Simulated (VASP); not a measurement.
# Os (Im-3m) in VASP: further runs

Aim: see how the results for Os move with the level of theory and the settings. Levels: PBEsol, PBEsol+D3(BJ). Tasks: single point.

Everything below comes from runs of VASP 6.6.1. Logs are shortened: lines on timing, memory, paths and dates and some standing lists are left out, and cuts for length are marked.

### Step 1. The cell of the first run

It takes space group Im-3m (No. 229, cubic). The conventional cell has a = 2.652 Å, b = 2.652 Å, c = 2.652 Å, α = 90.00°, β = 90.00°, γ = 90.00°. Within 3.0 Å of Os (site symmetry m-3m) lie 14 Os at 2.30 to 2.65 Å.

This isn't the form of Os at room conditions, which is hcp.

### Step 2. Single point, PBEsol (9.33 Å³/atom)

The input, INCAR:

```
SYSTEM = Os
PREC = Accurate ; ENCUT = 520
EDIFF = 1E-7 ; ISMEAR = -1
SIGMA = 0.05 ; LREAL = .FALSE.
LASPH = .TRUE. ; NELM = 80
ALGO = Normal ; ISIF = 2
LWAVE = .FALSE. ; LCHARG = .TRUE.
GGA = PS ; LELF = .TRUE.
LVHAR = .TRUE. ; NBANDS = 10
```

The input, KPOINTS:

```
regular mesh
0
G
  19 19 19
  0 0 0
```

The input, POSCAR:

```
Os
1.0
   -1.3262227715      1.3262227715      1.3262227715
    1.3262227715     -1.3262227715      1.3262227715
    1.3262227715      1.3262227715     -1.3262227715
Os
1
Direct
    0.0000000000      0.0000000000      0.0000000000
```

Potentials or basis: VASP PAW PBE potentials, release 64 (Os).

Command:

```
cat potpaw_PBE.64/Os/POTCAR > POTCAR
mpirun -np 1 vasp_std > vasp.out
```

OUTCAR:

```text
SYSTEM = Os
   PREC = Accurate
   ENCUT = 520
   EDIFF = 1E-7
   ISMEAR = -1
   LREAL = .FALSE.
   LASPH = .TRUE.
   NELM = 80
   ISIF = 2
   GGA = PS

 ion  position               nearest neighbor table
   1  0.000  0.000  0.000-

  LATTYP: Found a body centered cubic cell.
 ALAT       =     2.6524455430

  Lattice vectors:

 A1 = (  -1.3262227715,   1.3262227715,   1.3262227715)
 A2 = (   1.3262227715,  -1.3262227715,   1.3262227715)
 A3 = (   1.3262227715,   1.3262227715,  -1.3262227715)

Analysis of symmetry for initial positions (statically):
=====================================================================
 Subroutine PRICEL returns:
 Original cell was already a primitive cell.

 Routine SETGRP: Setting up the symmetry group for a
 body centered cubic supercell.

 Subroutine GETGRP returns: Found 48 space group operations
 (whereof 48 operations were pure point group operations)
 out of a pool of 48 trial point group operations.

The static configuration has the point symmetry O_h .

Analysis of symmetry for dynamics (positions and initial velocities):
=====================================================================
 Subroutine PRICEL returns:
 Original cell was already a primitive cell.

 Routine SETGRP: Setting up the symmetry group for a
 body centered cubic supercell.

 Subroutine GETGRP returns: Found 48 space group operations
 (whereof 48 operations were pure point group operations)
 out of a pool of 48 trial point group operations.

The dynamic configuration has the point symmetry O_h .

 Subroutine INISYM returns: Found 48 space group operations
 (whereof 48 operations are pure point group operations),
 and found     1 'primitive' translations

----------------------------------------------------------------------------------------

                                     Primitive cell

  volume of cell :       9.3306

  direct lattice vectors                    reciprocal lattice vectors
    -1.326222771  1.326222771  1.326222771     0.000000000  0.377010568  0.377010568
     1.326222771 -1.326222771  1.326222771     0.377010568  0.000000000  0.377010568
     1.326222771  1.326222771 -1.326222771     0.377010568  0.377010568  0.000000000

  length of vectors
     2.297085222  2.297085222  2.297085222     0.533173458  0.533173458  0.533173458
[... 75 lines left out ...]
   LSORBIT =      F    spin-orbit coupling
   LASPH  =      T    aspherical Exc in radial PAW
   ENCUT  =  520.0 eV  38.22 Ry    6.18 a.u.   4.27  4.27  4.27*2*pi/ulx,y,z
   NELM   =     80;   NELMIN=  2; NELMDL= -5     # of ELM steps
   EDIFF  = 0.1E-06   stopping-criterion for ELM
   LREAL  =      F    real-space projection
   EDIFFG = 0.1E-05   stopping-criterion for IOM
   NSW    =      0    number of steps for IOM
   IBRION =     -1    ionic relax: 0-MD 1-quasi-New 2-CG
   NFREE  =      0    steps in history (QN), initial steepest desc. (CG)
   ISIF   =      2    stress and relaxation
   ISYM   =      2    0-nonsym 1-usesym 2-fastsym
   POTIM  = 0.5000    time-step for ionic-motion
   TEBEG  =    0.0;   TEEND  =   0.0 temperature during run
   PSTRESS=    0.0 pullay stress
   NELECT =       8.0000    total number of electrons
   NUPDOWN=      -1.0000    fix difference up-down
   EMIN   =  10.00;   EMAX   =-10.00  energy-range for DOS
   EFERMI =   0.00;   METHOD = LEGACY
   ISMEAR =    -1;   SIGMA  =   0.05  broadening in eV -4-tet -1-fermi 0-gaus
   EFERMI_NEDOS =   21; number of points for ismear=-14 and -15
   IALGO  =     38    algorithm
   IMIX   =      4    mixing-type and parameters
     AMIX     =   0.40;   BMIX     =  1.00
     AMIX_MAG =   1.60;   BMIX_MAG =  1.00
  volume/ion in A,a.u.               =       9.33        62.97
  Fermi-wavevector in a.u.,A,eV,Ry     =   1.555255  2.939006 32.910030  2.418819
  Thomas-Fermi vector in A             =   2.659223
   LORBIT       =      0    0 simple, 1 ext, 2 COOP (PROOUT), +10 PAW based schemes
   GGA     = PS    functional components
   LHFCALC =     F    Hartree Fock is set to
   AEXX    =    0.0000 exact exchange contribution
   IVDW    =     0    specifies the selected vdW correction
   LEPSILON=     F    determine dielectric tensor
   LRPA    =     F    only Hartree local field effects (RPA)
 non-spin polarized calculation
  energy-cutoff  :      520.00
  volume of cell :        9.33
 maximum number of plane-waves:       258
 NGX is ok and might be reduce to    18
   NGX =  9   NGY =  9   NGZ =  9

 number of electron       8.0000000 magnetization

 Free energy of the ion-electron system (eV)
  ---------------------------------------------------
  ext. energy  EPLUGINS =         0.00000000
  ---------------------------------------------------
  free energy    TOTEN  =        -6.39648672 eV

  energy without entropy =       -6.38948230  energy(sigma->0) =       -6.39298451

 E-fermi :  17.1658     XC(G=0): -16.5399

 val. band max:       17.1602463814   @ k =  -0.2632   0.3158   0.1053
 cond. band min:      17.1701998705   @ k =   0.2105   0.0526   0.0000
 fundamental gap:      0.0099534891
 Fermi energy:        17.1658387463

 k-point     1 :       0.0000    0.0000    0.0000
  band No.  band energies     occupation
      1       1.9384      2.00000
      2      10.9844      2.00000
      3      10.9844      2.00000
      4      10.9844      2.00000
      5      16.6283      1.99996
      6      16.6283      1.99996
      7      33.1083      0.00000
      8      33.1083      0.00000
      9      33.1083      0.00000
     10      53.3610      0.00000
[... 287 lines left out ...]
 k-point    24 :       0.3158    0.1053    0.0000
  band No.  band energies     occupation
      1       5.1313      2.00000
      2       7.8158      2.00000
      3      12.9556      2.00000
      4      16.3742      2.00000
      5      18.3715      0.00000
      6      21.9258      0.00000
      7      32.2059      0.00000
      8      36.1383      0.00000
      9      43.4570      0.00000
     10      44.7955      0.00000

 [... further k-points ...]
[... 5 lines left out ...]
  --------------------------------------------------------------------------------------
  -------------------------------------------------------------------------------------
  Total       27.0948389     27.0948389     27.0948389      0.0000000      0.0000000     -0.0000000
  in kB     4652.5143580   4652.5143580   4652.5143580      0.0000000      0.0000000     -0.0000000
  external PRESSURE =    4652.5143580 kB  Pullay stress =       0.0000000 kB

 VOLUME and BASIS-vectors are now :
 -----------------------------------------------------------------------------
  energy-cutoff  :      520.00
  volume of cell :        9.33
      direct lattice vectors                 reciprocal lattice vectors
    -1.326222771  1.326222771  1.326222771     0.000000000  0.377010568  0.377010568
     1.326222771 -1.326222771  1.326222771     0.377010568  0.000000000  0.377010568
     1.326222771  1.326222771 -1.326222771     0.377010568  0.377010568  0.000000000

 POSITION                                       TOTAL-FORCE (eV/Angst)
 -----------------------------------------------------------------------------------
      0.00000      0.00000      0.00000        -0.000000      0.000000      0.000000
 -----------------------------------------------------------------------------------
    total drift:                                0.000000      0.000000      0.000000

  FREE ENERGIE OF THE ION-ELECTRON SYSTEM (eV)
  ---------------------------------------------------
  free  energy   TOTEN  =        -6.3964867210 eV

  energy  without entropy=       -6.3894822992  energy(sigma->0) =       -6.39298451
```

Wall time 32 s (1 thread of Intel Xeon 8259CL, shared host); peak memory 0.14 GiB.

Results:

```
Free energy            : -6.3965 eV
Pressure               : 465.3 GPa
Band gap on the k mesh : zero (bands 4 and 5 overlap by 8.78 eV)
```

Levels at points of the mesh, in eV from the Fermi level:
```tsv
k point	band 1	band 2	band 3	band 4	band 5	band 6	band 7	band 8	band 9
(0.00, 0.00, 0.00)	-15.23	-6.18	-6.18	-6.18	-0.54	-0.54	15.94	15.94	15.94
```

Caveat: the cell stands under pressure; the PAW data sets were made with another functional, which shifts forces and pressure a little; spin-orbit coupling is left out, which moves the levels of the heavy elements.

### Step 3. Single point, PBEsol (9.33 Å³/atom)

The input, INCAR:

```
ALGO     = Normal         # electronic algorithm
EDIFF    = 1E-6           # SCF threshold, eV
ENCUT    = 520            # plane-wave cutoff, eV
GGA      = PS             # functional
ISIF     = 2              # what is computed and relaxed
ISMEAR   = -1             # smearing method
LASPH    = T              # aspherical terms in the spheres
LCHARG   = F              # write CHGCAR
LREAL    = F              # projectors in reciprocal space
LWAVE    = F              # write WAVECAR
NBANDS   = 10             # bands
NELM     = 80             # most SCF steps
PREC     = Accurate       # precision mode
SIGMA    = 0.05           # smearing width, eV
```

The input, KPOINTS:

```
k-points
0
Gamma
  19 19 19
```

POSCAR is that of step 2.

Potentials or basis: VASP PAW PBE potentials, release 64 (Os).

Command:

```
cat potpaw_PBE.64/Os/POTCAR > POTCAR
mpirun -np 1 vasp_std > vasp.out
```

Run time: 25 s. Hardware: 1 thread of Intel Xeon 8259CL, shared host; peak memory 0.14 GiB.

The run converged. Its results:

* Free energy: -6.3965 eV
* Pressure: 465.3 GPa
* Band gap on the k mesh: zero (bands 4 and 5 overlap by 8.78 eV)

Levels at points of the mesh, in eV from the Fermi level:
```tsv
k point	band 1	band 2	band 3	band 4	band 5	band 6	band 7	band 8
(0.00, 0.00, 0.00)	-15.23	-6.18	-6.18	-6.18	-0.54	-0.54	15.94	15.94
```

Caveat: the cell stands under pressure; the PAW data sets were made with another functional, which shifts forces and pressure a little; spin-orbit coupling is left out, which moves the levels of the heavy elements.

### Step 4. Single point, PBEsol (10.77 Å³/atom)

This run uses another cell than the first one, of 10.77 Å³/atom.

The input, INCAR:

```
  ALGO = Normal
  EDIFF = 1E-6
  ENCUT = 520
  GGA = PS
  ISIF = 2
  ISMEAR = -1
  LASPH = T
  LCHARG = F
  LREAL = F
  LWAVE = F
  NBANDS = 10
  NELM = 80
  PREC = Accurate
  SIGMA = 0.05
```

KPOINTS is that of step 3.

The input, POSCAR:

```
Os
1.0
   -1.3910170379      1.3910170379      1.3910170379
    1.3910170379     -1.3910170379      1.3910170379
    1.3910170379      1.3910170379     -1.3910170379
Os
1
Direct
    0.0000000000      0.0000000000      0.0000000000
```

Command:

```
cat potpaw_PBE.64/Os/POTCAR > POTCAR
mpirun -np 1 vasp_std > vasp.out
```

Run time: 24 s. Hardware: 1 thread of Intel Xeon 8259CL, shared host; peak memory 0.14 GiB.

It converged, with:

| Property | Result |
| --- | --- |
| Free energy | -9.3807 eV |
| Pressure | 225.6 GPa |
| Band gap on the k mesh | zero (bands 4 and 5 overlap by 7.14 eV) |

Levels at points of the mesh, in eV from the Fermi level:
```csv
k point,band 1,band 2,band 3,band 4,band 5,band 6,band 7,band 8
"(0.00, 0.00, 0.00)",-13.89,-5.11,-5.11,-5.11,-0.32,-0.32,16.16,16.16
```

Caveat: the cell stands under pressure; the PAW data sets were made with another functional, which shifts forces and pressure a little; spin-orbit coupling is left out, which moves the levels of the heavy elements.

[end of part 1 of 2]
